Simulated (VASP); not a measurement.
# BAs (F-43m) in VASP: a series of runs, part 3 of 3

VASP 6.6.1. The steps go on from the part before.

## 5. Single point, PBE0

The input, POSCAR:

```
BAs
1.0
    0.0000000000      2.3918698983      2.3918698983
    2.3918698983      0.0000000000      2.3918698983
    2.3918698983      2.3918698983      0.0000000000
B As
1 1
Direct
    0.0000000000      0.0000000000      0.0000000000
    0.2500000000      0.2500000000      0.2500000000
```

The input, INCAR.step1:

```
SYSTEM = BAs
  PREC = Accurate
  ENCUT = 520
  EDIFF = 1E-5
  ISMEAR = 0
  SIGMA = 0.01
  LREAL = .FALSE.
  LASPH = .TRUE.
  NELM = 80
  ALGO = Normal
  ISIF = 2
  LWAVE = .TRUE.
  LCHARG = .FALSE.
  NBANDS = 11
  GGA = PE
```

The input, INCAR.step2:

```
SYSTEM = BAs
  PREC = Accurate
  ENCUT = 520
  EDIFF = 1E-7
  ISMEAR = 0
  SIGMA = 0.01
  LREAL = .FALSE.
  LASPH = .TRUE.
  NELM = 80
  ALGO = Normal
  ISIF = 2
  LWAVE = .FALSE.
  LCHARG = .FALSE.
  GGA = PE
  LHFCALC = .TRUE.
  AEXX = 0.25
  PRECFOCK = Normal
  NBANDS = 11
  ISTART = 1
```

The input, KPOINTS:

```
Automatic mesh
0
G
  6 6 6
  0 0 0
```

Potentials or basis: VASP PAW PBE potentials, release 64 (B, As).

Started as:

```
$ cat potpaw_PBE.64/B/POTCAR potpaw_PBE.64/As/POTCAR > POTCAR
$ cp INCAR.step1 INCAR
$ mpirun -np 1 vasp_std > vasp.out
$ cp INCAR.step2 INCAR
$ mpirun -np 1 vasp_std > vasp.out
```

OUTCAR:

```text
SYSTEM = BAs
   PREC = Accurate
   ENCUT = 520
   EDIFF = 1E-7
   ISMEAR = 0
   LREAL = .FALSE.
   LASPH = .TRUE.
   NELM = 80
   ISIF = 2
   GGA = PE
   LHFCALC = .TRUE.
   AEXX = 0.25
   PRECFOCK = Normal
   ISTART = 1

 ion  position               nearest neighbor table
   1  0.000  0.000  0.000-   2 2.07   2 2.07   2 2.07   2 2.07
   2  0.250  0.250  0.250-   1 2.07   1 2.07   1 2.07   1 2.07

  LATTYP: Found a face centered cubic cell.
 ALAT       =     4.7837397966

  Lattice vectors:

 A1 = (   0.0000000000,   2.3918698983,   2.3918698983)
 A2 = (   2.3918698983,   0.0000000000,   2.3918698983)
 A3 = (   2.3918698983,   2.3918698983,   0.0000000000)

Analysis of symmetry for initial positions (statically):
=====================================================================
 Subroutine PRICEL returns:
 Original cell was already a primitive cell.

 Routine SETGRP: Setting up the symmetry group for a
 face centered cubic supercell.

 Subroutine GETGRP returns: Found 24 space group operations
 (whereof 24 operations were pure point group operations)
 out of a pool of 48 trial point group operations.

The static configuration has the point symmetry T_d .

Analysis of symmetry for dynamics (positions and initial velocities):
=====================================================================
 Subroutine PRICEL returns:
 Original cell was already a primitive cell.

 Routine SETGRP: Setting up the symmetry group for a
 face centered cubic supercell.

 Subroutine GETGRP returns: Found 24 space group operations
 (whereof 24 operations were pure point group operations)
 out of a pool of 48 trial point group operations.

The dynamic configuration has the point symmetry T_d .

 Subroutine INISYM returns: Found 24 space group operations
 (whereof 24 operations are pure point group operations),
 and found     1 'primitive' translations

----------------------------------------------------------------------------------------

                                     Primitive cell

  volume of cell :      27.3680

  direct lattice vectors                    reciprocal lattice vectors
     0.000000000  2.391869898  2.391869898    -0.209041470  0.209041470  0.209041470
     2.391869898  0.000000000  2.391869898     0.209041470 -0.209041470  0.209041470
     2.391869898  2.391869898  0.000000000     0.209041470  0.209041470 -0.209041470

  length of vectors
     3.382614850  3.382614850  3.382614850     0.362070447  0.362070447  0.362070447

  position of ions in fractional coordinates (direct lattice)
     0.000000000  0.000000000  0.000000000
     0.250000000  0.250000000  0.250000000

  ion indices of the primitive-cell ions
   primitive index   ion index
                 1           1
                 2           2

----------------------------------------------------------------------------------------

 KPOINTS: Automatic mesh

Automatic generation of k-mesh.
 Grid dimensions read from file:
 generate k-points for:    6    6    6

 Generating k-lattice:
[... 37 lines left out ...]
   total plane-waves  NPLWV =  21952
   dimension x,y,z NGX =    28 NGY =   28 NGZ =   28
   dimension x,y,z NGXF=    56 NGYF=   56 NGZF=   56
   ions per type =               1   1
   NGX,Y,Z   is equivalent  to a cutoff of  13.76, 13.76, 13.76 a.u.
   NGXF,Y,Z  is equivalent  to a cutoff of  27.52, 27.52, 27.52 a.u.
 SYSTEM =  BAs
   PREC   = accura    normal or accurate (medium, high low for compatibility)
   ISTART =      1    job   : 0-new  1-cont  2-samecut
   ICHARG =      0    charge: 1-file 2-atom 10-const
   ISPIN  =      1    spin polarized calculation?
   LNONCOLLINEAR =      F non collinear calculations
   LSORBIT =      F    spin-orbit coupling
   LASPH  =      T    aspherical Exc in radial PAW
   ENCUT  =  520.0 eV  38.22 Ry    6.18 a.u.   6.29  6.29  6.29*2*pi/ulx,y,z
   NELM   =     80;   NELMIN=  2; NELMDL=  0     # of ELM steps
   EDIFF  = 0.1E-06   stopping-criterion for ELM
   LREAL  =      F    real-space projection
   EDIFFG = 0.1E-05   stopping-criterion for IOM
   NSW    =      0    number of steps for IOM
   IBRION =     -1    ionic relax: 0-MD 1-quasi-New 2-CG
   NFREE  =      0    steps in history (QN), initial steepest desc. (CG)
   ISIF   =      2    stress and relaxation
   ISYM   =      3    0-nonsym 1-usesym 2-fastsym
   POTIM  = 0.5000    time-step for ionic-motion
   TEBEG  =    0.0;   TEEND  =   0.0 temperature during run
   PSTRESS=    0.0 pullay stress
   NELECT =       8.0000    total number of electrons
   NUPDOWN=      -1.0000    fix difference up-down
   EMIN   =  10.00;   EMAX   =-10.00  energy-range for DOS
   EFERMI =   0.00;   METHOD = LEGACY
   ISMEAR =     0;   SIGMA  =   0.01  broadening in eV -4-tet -1-fermi 0-gaus
   EFERMI_NEDOS =   21; number of points for ismear=-14 and -15
   IALGO  =     38    algorithm
   IMIX   =      1    mixing-type and parameters
     AMIX     =   0.40;   BMIX     =  1.00
     AMIX_MAG =   1.60;   BMIX_MAG =  1.00
  volume/ion in A,a.u.               =      13.68        92.34
  Fermi-wavevector in a.u.,A,eV,Ry     =   1.086486  2.053160 16.061008  1.180451
  Thomas-Fermi vector in A             =   2.222623
   LORBIT       =      0    0 simple, 1 ext, 2 COOP (PROOUT), +10 PAW based schemes
   GGA     = PE    functional components
   LHFCALC =     T    Hartree Fock is set to
   PRECFOCK=normal    Normal, Fast or Accurate (Low or Medium for compatibility)
   ENCUT4O =  -1.0   cutoff for four orbital integrals eV
   NKREDX  =     1    reduce k-point grid by
   NKREDY  =     1    reduce k-point grid by
   NKREDZ  =     1    reduce k-point grid by
   AEXX    =    0.2500 exact exchange contribution
   HFSCREEN=    0.0000 screening length (either q_TF or 0.3 A-1)
   HFSCREENC=   0.0000 screening length for correlation (either q_TF or 0.3 A-1)
   ENCUTFOCK=  -1.0 apply spherical cutoff to Coloumb kernel
   IVDW    =     0    specifies the selected vdW correction
   LEPSILON=     F    determine dielectric tensor
   LRPA    =     F    only Hartree local field effects (RPA)
 non-spin polarized calculation
 Gauss-broadening in eV      SIGMA  =   0.01
  energy-cutoff  :      520.00
  volume of cell :       27.37
 maximum number of plane-waves:       754
 NGX is ok and might be reduce to    28
  NGX = 20; NGY = 20; NGZ = 20

 number of electron       8.0000000 magnetization

 Free energy of the ion-electron system (eV)
  ---------------------------------------------------
  ext. energy  EPLUGINS =         0.00000000
  ---------------------------------------------------
  free energy    TOTEN  =       -14.17309337 eV

  energy without entropy =      -14.17309337  energy(sigma->0) =      -14.17309337

 E-fermi :   5.4155     XC(G=0):  -8.3466

 val. band max:        5.3188759583   @ k =   0.0000   0.0000   0.0000
 cond. band min:       7.9693842508   @ k =   0.3333   0.3333   0.0000
 fundamental gap:      2.6505082924
 Fermi energy:         5.4154529815

 k-point     1 :       0.0000    0.0000    0.0000
  band No.  band energies     occupation
      1     -11.6771      2.00000
      2       5.3189      2.00000
      3       5.3189      2.00000
      4       5.3189      2.00000
      5      10.1320      0.00000
      6      10.1320      0.00000
      7      10.1320      0.00000
      8      11.8609      0.00000
      9      16.6447      0.00000
     10      20.0960      0.00000
     11      20.0960      0.00000
[... 197 lines left out ...]
 k-point    16 :      -0.3333    0.5000    0.1667
  band No.  band energies     occupation
      1      -6.8645      2.00000
      2      -3.8704      2.00000
      3      -0.3172      2.00000
      4      -0.1043      2.00000
      5      10.6369      0.00000
      6      10.9164      0.00000
      7      15.9450      0.00000
      8      16.1816      0.00000
      9      19.8504      0.00000
     10      23.1645      0.00000
     11      23.2420      0.00000

------------------------ aborting loop because EDIFF is reached ----------------------------------------

  FORCE on cell =-STRESS in cart. coord.  units (eV):
  Direction    XX          YY          ZZ          XY          YZ          ZX
  --------------------------------------------------------------------------------------
  -------------------------------------------------------------------------------------
  Total       -0.2240904     -0.2240904     -0.2240904     -0.0000000     -0.0000000      0.0000000
  in kB      -13.1187100    -13.1187100    -13.1187100     -0.0000000     -0.0000000      0.0000000
  external PRESSURE =     -13.1187100 kB  Pullay stress =       0.0000000 kB

 VOLUME and BASIS-vectors are now :
 -----------------------------------------------------------------------------
  energy-cutoff  :      520.00
  volume of cell :       27.37
      direct lattice vectors                 reciprocal lattice vectors
     0.000000000  2.391869898  2.391869898    -0.209041470  0.209041470  0.209041470
     2.391869898  0.000000000  2.391869898     0.209041470 -0.209041470  0.209041470
     2.391869898  2.391869898  0.000000000     0.209041470  0.209041470 -0.209041470

 POSITION                                       TOTAL-FORCE (eV/Angst)
 -----------------------------------------------------------------------------------
      0.00000      0.00000      0.00000        -0.000000     -0.000000     -0.000000
      1.19593      1.19593      1.19593         0.000000      0.000000      0.000000
 -----------------------------------------------------------------------------------
    total drift:                               -0.000000     -0.000000     -0.000000

  FREE ENERGIE OF THE ION-ELECTRON SYSTEM (eV)
  ---------------------------------------------------
  free  energy   TOTEN  =       -14.1730933690 eV

  energy  without entropy=      -14.1730933690  energy(sigma->0) =      -14.17309337
```

Run time: 4.6 min. Hardware: 1 thread of Intel Xeon 6975P-C (Granite Rapids), shared host; peak memory 0.17 GiB.

Results:

- Free energy: -14.1731 eV
- Pressure: -1.3 GPa
- Band gap on the k mesh: 2.65 eV (least direct gap 4.81 eV)

Levels at points of the mesh, in eV from the valence-band top:
```
           k point  band 2  band 3  band 4  band 5  band 6  band 7
(0.00, 0.00, 0.00)    0.00    0.00    0.00    4.81    4.81    4.81
(0.50, 0.00, 0.00)   -9.74   -2.00   -2.00    4.25    6.42    6.42
(0.50, 0.50, 0.00)   -9.53   -4.48   -4.48    2.79    2.86   13.66
```

Caveat: the PAW data sets were made with another functional, which shifts forces and pressure a little. A k mesh can miss the band edges.

## 6. Single point, HSE06

This run uses another cell than the first one, of 13.58 Å³/atom.

The input, POSCAR:

```
BAs
1.0
    0.0000000000      2.3860741798      2.3860741798
    2.3860741798      0.0000000000      2.3860741798
    2.3860741798      2.3860741798      0.0000000000
B As
1 1
Direct
    0.0000000000      0.0000000000      0.0000000000
    0.2500000000      0.2500000000      0.2500000000
```

The input, INCAR.step1:

```
SYSTEM = BAs
  ALGO = Normal
  EDIFF = 1E-5
  ENCUT = 520
  GGA = PE
  ISIF = 2
  ISMEAR = -1
  LASPH = .TRUE.
  LCHARG = .FALSE.
  LREAL = .FALSE.
  LWAVE = .TRUE.
  NBANDS = 11
  NELM = 80
  PREC = Accurate
  SIGMA = 0.02
```

The input, INCAR.step2:

```
SYSTEM = BAs
  ALGO = Normal
  EDIFF = 1E-6
  ENCUT = 520
  GGA = PE
  HFSCREEN = 0.2079
  ISIF = 2
  ISMEAR = -1
  ISTART = 1
  LASPH = .TRUE.
  LCHARG = .FALSE.
  LHFCALC = .TRUE.
  LREAL = .FALSE.
  LWAVE = .FALSE.
  NBANDS = 11
  NELM = 80
  PREC = Accurate
  PRECFOCK = Normal
  SIGMA = 0.02
```

The input, KPOINTS:

```
k-points
0
G
  6 6 6
  0 0 0
```

Potentials or basis: VASP PAW PBE potentials, release 64 (B, As).

Started as:

```
$ cat potpaw_PBE.64/B/POTCAR potpaw_PBE.64/As/POTCAR > POTCAR
$ cp INCAR.step1 INCAR
$ mpirun -np 1 vasp_std > vasp.out
$ cp INCAR.step2 INCAR
$ mpirun -np 1 vasp_std > vasp.out
```

It took 4 min on 1 thread of Intel Xeon 6975P-C (Granite Rapids), shared host; peak memory 0.27 GiB.

The run converged. Its results:

```yaml
Free_energy: -13.2427 eV
Pressure: -0.1 GPa
Band_gap_on_the_k_mesh: 1.94 eV (least direct gap 4.12 eV)
```

Levels at points of the mesh, in eV from the valence-band top:
| k point | band 1 | band 2 | band 3 | band 4 | band 5 | band 6 | band 7 | band 8 |
| --- | --- | --- | --- | --- | --- | --- | --- | --- |
| (0.00, 0.00, 0.00) | -16.98 | 0.00 | 0.00 | 0.00 | 4.12 | 4.12 | 4.12 | 5.92 |
| (0.50, 0.00, 0.00) | -13.78 | -9.72 | -1.99 | -1.99 | 3.58 | 5.70 | 5.70 | 10.02 |
| (0.50, 0.50, 0.00) | -12.27 | -9.50 | -4.48 | -4.48 | 2.07 | 2.14 | 12.97 | 12.97 |

Caveat: the PAW data sets were made with another functional, which shifts forces and pressure a little.

## 7. Overview

| task | level | cell | cutoff (eV) | smearing | share of exact exchange | screening parameter | gap on the mesh (eV) | pressure (GPa) |
| --- | --- | --- | --- | --- | --- | --- | --- | --- |
| single point | HF | a = 3.383 Å, angles 60.0°, 2 atoms | 520 | gaussian 0.01 eV | 1 | - | 7.60 | 1.5 |
| relaxation of cell and atoms | HSE06 | relaxed from a = 3.383 Å, angles 60.0°, 2 atoms | 600 | fermi-dirac 0.02 eV | 0.25 | 0.2079 1/Å | 1.94 | 0.0 |
| single point | HSE06 | a = 3.383 Å, angles 60.0°, 2 atoms | 520 | gaussian 0.01 eV | 0.25 | 0.2079 1/Å | 1.95 | -1.2 |
| single point | PBE0 | a = 3.383 Å, angles 60.0°, 2 atoms | 520 | gaussian 0.01 eV | 0.25 | - | 2.65 | -1.3 |
| single point | HSE06 | a = 3.374 Å, angles 60.0°, 2 atoms | 520 | fermi-dirac 0.02 eV | 0.25 | 0.2079 1/Å | 1.94 | -0.1 |

Alike in all rows: potentials or basis VASP PAW PBE potentials, release 64 (B, As); no spin polarisation; k mesh 6 × 6 × 6.

On the cell as given the gap runs from 1.95 eV (HSE06) to 7.60 eV (HF). The pressure there spans -1.3 GPa (PBE0) to 1.5 GPa (HF); a positive pressure means that this level wants a larger cell, a negative one a smaller.

Caveats: the PAW data sets were made with another functional, which shifts forces and pressure a little.

Absolute energies hang on the potentials; compare differences alone.
